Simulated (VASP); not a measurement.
# Ag in VASP: notebook

The runs below take Ag through single point, with PBEsol.

All numbers are computed with VASP 6.6.1; they aren't measurements. Logs are shortened: lines on timing, memory, paths and dates and some standing lists are left out, and cuts for length are marked.

## 1. The cell of the first run

It takes space group R-3m (No. 166, trigonal). Conventional cell: a = 2.875 Å, b = 2.875 Å, c = 7.148 Å, α = 90.00°, β = 90.00°, γ = 120.00°. Within 3.8 Å of Ag (site symmetry -3m) lie 12 Ag at 2.87 to 2.90 Å.

## 2. Single point, PBEsol (equal xy, yz and zx shear strains of +1 %)

INCAR

```
PREC = Accurate
ENCUT = 520
EDIFF = 1E-7
ISMEAR = -1
SIGMA = 0.03
LREAL = F
LASPH = T
NELM = 100
ALGO = Normal
ISIF = 2
LWAVE = F
LCHARG = F
GGA = PS
NBANDS = 12
```

KPOINTS

```
Automatic mesh
0
Gamma
  15 15 15
```

POSCAR

```
Ag
1.0
    0.0204310000      2.0533155000      2.0533155000
    2.0533155000      0.0204310000      2.0533155000
    2.0533155000      2.0533155000      0.0204310000
Ag
1
Direct
    0.0000000000      0.0000000000      0.0000000000
```

Potentials or basis: VASP PAW PBE potentials, release 64 (Ag).

Run with:

```
$ cat potpaw_PBE.64/Ag/POTCAR > POTCAR
$ mpirun -np 1 vasp_std > vasp.out
```

OUTCAR:

```text
PREC = Accurate
   ENCUT = 520
   EDIFF = 1E-7
   ISMEAR = -1
   LREAL = F
   LASPH = T
   NELM = 100
   ISIF = 2
   GGA = PS

 ion  position               nearest neighbor table
   1  0.000  0.000  0.000-

  LATTYP: Found a trigonal (rhomboedric) cell.
 ALAT       =     2.9038985022
 COS(alpha) =     0.5099250056

  Lattice vectors:

 A1 = (   0.0204310000,   2.0533155000,   2.0533155000)
 A2 = (   2.0533155000,   0.0204310000,   2.0533155000)
 A3 = (   2.0533155000,   2.0533155000,   0.0204310000)

Analysis of symmetry for initial positions (statically):
=====================================================================
 Subroutine PRICEL returns:
 Original cell was already a primitive cell.

 Routine SETGRP: Setting up the symmetry group for a
 trigonal (rhombohedral) supercell.

 Subroutine GETGRP returns: Found 12 space group operations
 (whereof 12 operations were pure point group operations)
 out of a pool of 12 trial point group operations.

The static configuration has the point symmetry D_3d.

Analysis of symmetry for dynamics (positions and initial velocities):
=====================================================================
 Subroutine PRICEL returns:
 Original cell was already a primitive cell.

 Routine SETGRP: Setting up the symmetry group for a
 trigonal (rhombohedral) supercell.

 Subroutine GETGRP returns: Found 12 space group operations
 (whereof 12 operations were pure point group operations)
 out of a pool of 12 trial point group operations.

The dynamic configuration has the point symmetry D_3d.

 Subroutine INISYM returns: Found 12 space group operations
 (whereof 12 operations are pure point group operations),
 and found     1 'primitive' translations

----------------------------------------------------------------------------------------

                                     Primitive cell

  volume of cell :      17.0556

  direct lattice vectors                    reciprocal lattice vectors
     0.020431000  2.053315500  2.053315500    -0.247173535  0.244738327  0.244738327
     2.053315500  0.020431000  2.053315500     0.244738327 -0.247173535  0.244738327
     2.053315500  2.053315500  0.020431000     0.244738327  0.244738327 -0.247173535

  length of vectors
     2.903898502  2.903898502  2.903898502     0.425309833  0.425309833  0.425309833

  position of ions in fractional coordinates (direct lattice)
     0.000000000  0.000000000  0.000000000

  ion indices of the primitive-cell ions
   primitive index   ion index
                 1           1

----------------------------------------------------------------------------------------

 KPOINTS: Automatic mesh

Automatic generation of k-mesh.
 Grid dimensions read from file:
 generate k-points for:   15   15   15

 Generating k-lattice:

  Cartesian coordinates                     Fractional coordinates (reciprocal lattice)
    -0.016478236  0.016315888  0.016315888     0.066666667  0.000000000 -0.000000000
     0.016315888 -0.016478236  0.016315888     0.000000000  0.066666667 -0.000000000
     0.016315888  0.016315888 -0.016478236     0.000000000  0.000000000  0.066666667

  Length of vectors
     0.028353989  0.028353989  0.028353989

  Shift w.r.t. Gamma in fractional coordinates (k-lattice)
     0.000000000  0.000000000  0.000000000

 Subroutine IBZKPT returns following result:
 ===========================================

 Found    344 irreducible k-points:

 Following reciprocal coordinates:
            Coordinates               Weight
  0.000000  0.000000  0.000000      1.000000
  0.066667  0.000000 -0.000000      6.000000
  0.133333  0.000000  0.000000      6.000000
  0.200000  0.000000  0.000000      6.000000
  0.266667  0.000000  0.000000      6.000000
  0.333333  0.000000  0.000000      6.000000
[... 16 lines left out ...]
  0.133333  0.133333  0.000000      6.000000
  0.200000  0.133333  0.000000     12.000000
 [... further k-points ...]
   k-points           NKPTS =    344   k-points in BZ     NKDIM =    344   number of bands    NBANDS=     12
   number of dos      NEDOS =    301   number of ions     NIONS =      1
   total plane-waves  NPLWV =  13824
   dimension x,y,z NGX =    24 NGY =   24 NGZ =   24
   dimension x,y,z NGXF=    48 NGYF=   48 NGZF=   48
   ions per type =               1
   NGX,Y,Z   is equivalent  to a cutoff of  13.74, 13.74, 13.74 a.u.
   NGXF,Y,Z  is equivalent  to a cutoff of  27.48, 27.48, 27.48 a.u.
 SYSTEM =  unknown system
   PREC   = accura    normal or accurate (medium, high low for compatibility)
   ISTART =      0    job   : 0-new  1-cont  2-samecut
   ICHARG =      2    charge: 1-file 2-atom 10-const
   ISPIN  =      1    spin polarized calculation?
   LNONCOLLINEAR =      F non collinear calculations
   LSORBIT =      F    spin-orbit coupling
   LASPH  =      T    aspherical Exc in radial PAW
   ENCUT  =  520.0 eV  38.22 Ry    6.18 a.u.   5.40  5.40  5.40*2*pi/ulx,y,z
   NELM   =    100;   NELMIN=  2; NELMDL= -5     # of ELM steps
   EDIFF  = 0.1E-06   stopping-criterion for ELM
   LREAL  =      F    real-space projection
   EDIFFG = 0.1E-05   stopping-criterion for IOM
   NSW    =      0    number of steps for IOM
   IBRION =     -1    ionic relax: 0-MD 1-quasi-New 2-CG
   NFREE  =      0    steps in history (QN), initial steepest desc. (CG)
   ISIF   =      2    stress and relaxation
   ISYM   =      2    0-nonsym 1-usesym 2-fastsym
   POTIM  = 0.5000    time-step for ionic-motion
   TEBEG  =    0.0;   TEEND  =   0.0 temperature during run
   PSTRESS=    0.0 pullay stress
   NELECT =      11.0000    total number of electrons
   NUPDOWN=      -1.0000    fix difference up-down
   EMIN   =  10.00;   EMAX   =-10.00  energy-range for DOS
   EFERMI =   0.00;   METHOD = LEGACY
   ISMEAR =    -1;   SIGMA  =   0.03  broadening in eV -4-tet -1-fermi 0-gaus
   EFERMI_NEDOS =   21; number of points for ismear=-14 and -15
   IALGO  =     38    algorithm
   IMIX   =      4    mixing-type and parameters
     AMIX     =   0.40;   BMIX     =  1.00
     AMIX_MAG =   1.60;   BMIX_MAG =  1.00
  volume/ion in A,a.u.               =      17.06       115.10
  Fermi-wavevector in a.u.,A,eV,Ry     =   1.414437  2.672898 27.220249  2.000632
  Thomas-Fermi vector in A             =   2.535979
   LORBIT       =      0    0 simple, 1 ext, 2 COOP (PROOUT), +10 PAW based schemes
   GGA     = PS    functional components
   LHFCALC =     F    Hartree Fock is set to
   AEXX    =    0.0000 exact exchange contribution
   IVDW    =     0    specifies the selected vdW correction
   LEPSILON=     F    determine dielectric tensor
   LRPA    =     F    only Hartree local field effects (RPA)
 non-spin polarized calculation
  energy-cutoff  :      520.00
  volume of cell :       17.06
 maximum number of plane-waves:       475
 NGX is ok and might be reduce to    24
   NGX = 11   NGY = 11   NGZ = 11

 number of electron      11.0000000 magnetization

 Free energy of the ion-electron system (eV)
  ---------------------------------------------------
  ext. energy  EPLUGINS =         0.00000000
  ---------------------------------------------------
  free energy    TOTEN  =        -3.30219954 eV

  energy without entropy =       -3.30106201  energy(sigma->0) =       -3.30163078

 E-fermi :   8.3467     XC(G=0): -12.4109

 val. band max:        8.3384929648   @ k =  -0.4667   0.2667   0.2000
 cond. band min:       8.3489371686   @ k =  -0.4667   0.1333   0.1333
 fundamental gap:      0.0104442038
 Fermi energy:         8.3466638604

 k-point     1 :       0.0000    0.0000    0.0000
  band No.  band energies     occupation
      1       0.3988      2.00000
      2       3.3904      2.00000
      3       3.4823      2.00000
      4       3.4823      2.00000
      5       4.5012      2.00000
      6       4.5012      2.00000
      7      24.1999      0.00000
      8      27.4529      0.00000
      9      27.9561      0.00000
     10      27.9561      0.00000
     11      32.5601      0.00000
     12      33.4612      0.00000

 k-point     2 :       0.0667    0.0000   -0.0000
  band No.  band energies     occupation
      1       0.5389      2.00000
      2       3.4134      2.00000
      3       3.4638      2.00000
      4       3.5249      2.00000
      5       4.4847      2.00000
      6       4.4849      2.00000
      7      24.2387      0.00000
      8      26.7092      0.00000
      9      27.5987      0.00000
     10      28.0056      0.00000
     11      32.5245      0.00000
     12      33.3489      0.00000

 k-point     3 :       0.1333    0.0000    0.0000
  band No.  band energies     occupation
      1       0.9365      2.00000
      2       3.3686      2.00000
      3       3.5319      2.00000
      4       3.6293      2.00000
      5       4.4584      2.00000
      6       4.4593      2.00000
      7      23.6429      0.00000
      8      25.2200      0.00000
      9      27.7120      0.00000
     10      28.1067      0.00000
     11      31.5030      0.00000
     12      32.7520      0.00000
[... 286 lines left out ...]
 k-point    23 :       0.1333    0.1333    0.0000
  band No.  band energies     occupation
      1       1.1114      2.00000
      2       3.1732      2.00000
      3       3.6926      2.00000
      4       3.7463      2.00000
      5       4.2495      2.00000
      6       4.6217      2.00000
      7      24.4358      0.00000
      8      25.7410      0.00000
      9      26.0459      0.00000
     10      26.1904      0.00000
     11      32.0001      0.00000
     12      33.2968      0.00000

 k-point    24 :       0.2000    0.1333    0.0000
  band No.  band energies     occupation
      1       1.5402      2.00000
      2       3.0536      2.00000
      3       3.8013      2.00000
      4       3.8584      2.00000
      5       4.2490      2.00000
      6       4.6894      2.00000
      7      23.4251      0.00000
      8      24.6925      0.00000
      9      25.1786      0.00000
     10      26.8716      0.00000
     11      30.3660      0.00000
     12      33.4546      0.00000

 [... further k-points ...]

------------------------ aborting loop because EDIFF is reached ----------------------------------------

  FORCE on cell =-STRESS in cart. coord.  units (eV):
  Direction    XX          YY          ZZ          XY          YZ          ZX
  --------------------------------------------------------------------------------------
  -------------------------------------------------------------------------------------
  Total       -0.3102871     -0.3102871     -0.3102871     -0.0185113     -0.0185113     -0.0185113
  in kB      -29.1479414    -29.1479414    -29.1479414     -1.7389256     -1.7389256     -1.7389256
  external PRESSURE =     -29.1479414 kB  Pullay stress =       0.0000000 kB

 VOLUME and BASIS-vectors are now :
 -----------------------------------------------------------------------------
  energy-cutoff  :      520.00
  volume of cell :       17.06
      direct lattice vectors                 reciprocal lattice vectors
     0.020431000  2.053315500  2.053315500    -0.247173535  0.244738327  0.244738327
     2.053315500  0.020431000  2.053315500     0.244738327 -0.247173535  0.244738327
     2.053315500  2.053315500  0.020431000     0.244738327  0.244738327 -0.247173535

 POSITION                                       TOTAL-FORCE (eV/Angst)
 -----------------------------------------------------------------------------------
      0.00000      0.00000      0.00000         0.000000      0.000000     -0.000000
 -----------------------------------------------------------------------------------
    total drift:                               -0.000000      0.000000     -0.000000

  FREE ENERGIE OF THE ION-ELECTRON SYSTEM (eV)
  ---------------------------------------------------
  free  energy   TOTEN  =        -3.3021995436 eV

  energy  without entropy=       -3.3010620134  energy(sigma->0) =       -3.30163078
```

It took 40 s on 1 thread of Intel Xeon Platinum 8375C at 2.90GHz (Ice Lake), shared host; peak memory 0.19 GiB.

Results:

```yaml
Free_energy: -3.3022 eV
Pressure: -2.9 GPa
```

Stress tensor (GPa, compression positive):
```
-2.91 -0.17 -0.17
-0.17 -2.91 -0.17
-0.17 -0.17 -2.91
```

Levels at points of the mesh, in eV from the Fermi level:
```
           k point  band 2  band 3  band 4  band 5  band 6  band 7  band 8  band 9  band 10  band 11
(0.00, 0.00, 0.00)   -4.96   -4.86   -4.86   -3.85   -3.85   15.85   19.11   19.61    19.61    24.21
```

Caveat: the cell differs from its parent crystal (equal xy, yz and zx shear strains of +1 %); the PAW data sets were made with another functional, which shifts forces and pressure a little.

## 3. Single point, PBEsol (equal xy, yz and zx shear strains of +2 %)

INCAR

```
SYSTEM = Ag
PREC = Accurate
ENCUT = 520
EDIFF = 1E-6
ISMEAR = -1
SIGMA = 0.03
LREAL = .False.
LASPH = .True.
NELM = 60
ALGO = Normal
ISIF = 2
LWAVE = .False.
LCHARG = .False.
GGA = PS
NBANDS = 12
```

KPOINTS

```
Automatic mesh
0
Gamma
  15 15 15
  0 0 0
```

POSCAR

```
Ag
1.0
    0.0408620000      2.0635310000      2.0635310000
    2.0635310000      0.0408620000      2.0635310000
    2.0635310000      2.0635310000      0.0408620000
Ag
1
Direct
    0.0000000000      0.0000000000      0.0000000000
```

Potentials or basis: VASP PAW PBE potentials, release 64 (Ag).

Run with:

```
$ cat potpaw_PBE.64/Ag/POTCAR > POTCAR
$ mpirun -np 1 vasp_std > vasp.out
```

Run time: 37 s. Hardware: 1 thread of Intel Xeon Platinum 8375C at 2.90GHz (Ice Lake), shared host; peak memory 0.19 GiB.

Results (log left out):

```
Free energy : -3.3010 eV
Pressure    : -2.8 GPa
```

Stress tensor (GPa, compression positive):
```
-2.80 -0.66 -0.66
-0.66 -2.80 -0.66
-0.66 -0.66 -2.80
```

Levels at points of the mesh, in eV from the Fermi level:
| k point | band 2 | band 3 | band 4 | band 5 | band 6 | band 7 | band 8 | band 9 | band 10 | band 11 |
| --- | --- | --- | --- | --- | --- | --- | --- | --- | --- | --- |
| (0.00, 0.00, 0.00) | -4.98 | -4.80 | -4.80 | -3.80 | -3.80 | 15.85 | 18.85 | 19.83 | 19.83 | 24.09 |

Caveat: the cell differs from its parent crystal (equal xy, yz and zx shear strains of +2 %); the PAW data sets were made with another functional, which shifts forces and pressure a little.

## 4. Single point, PBEsol (volume scaled by 0.94)

INCAR

```
SYSTEM = Ag
  PREC = Accurate
  ENCUT = 520
  EDIFF = 1E-6
  ISMEAR = -1
  SIGMA = 0.03
  LREAL = .FALSE.
  LASPH = .TRUE.
  NELM = 60
  ALGO = Normal
  ISIF = 2
  LWAVE = .FALSE.
  LCHARG = .TRUE.
  GGA = PS
  LELF = .TRUE.
  LVHAR = .TRUE.
  NBANDS = 12
```

KPOINTS

```
Automatic mesh
0
G
  15 15 15
  0 0 0
```

POSCAR

```
Ag
1.0
    0.0000000000      2.0013923787      2.0013923787
    2.0013923787      0.0000000000      2.0013923787
    2.0013923787      2.0013923787      0.0000000000
Ag
1
Direct
    0.0000000000      0.0000000000      0.0000000000
```

Run with:

```
$ cat potpaw_PBE.64/Ag/POTCAR > POTCAR
$ mpirun -np 1 vasp_std > vasp.out
```

It took 8.3 s on 1 thread of Intel Xeon 6975P-C, shared host; peak memory 0.15 GiB.

The run converged. Its results:

```
Free energy : -3.2980 eV
Pressure    : 4.6 GPa
```

Levels at points of the mesh, in eV from the Fermi level:
| k point | band 3 | band 4 | band 5 | band 6 | band 7 | band 8 | band 9 | band 10 |
| --- | --- | --- | --- | --- | --- | --- | --- | --- |
| (0.00, 0.00, 0.00) | -5.19 | -5.19 | -4.02 | -4.02 | 15.93 | 19.87 | 19.87 | 19.87 |

Caveat: the PAW data sets were made with another functional, which shifts forces and pressure a little.

## 5. The runs side by side

| cell | gap on the mesh (eV) | pressure (GPa) |
| --- | --- | --- |
| a = 2.904 Å, angles 59.3°, 1 atom | none | -2.9 |
| a = 2.919 Å, angles 58.7°, 1 atom | none | -2.8 |
| a = 2.830 Å, angles 60.0°, 1 atom | none | 4.6 |

Alike in all rows: task single point; level PBEsol; potentials or basis VASP PAW PBE potentials, release 64 (Ag); no spin polarisation; k mesh 15 × 15 × 15; cutoff (eV) 520; smearing fermi-dirac 0.03 eV.

Caveats: the PAW data sets were made with another functional, which shifts forces and pressure a little.

Absolute energies hang on the potentials; compare differences alone.
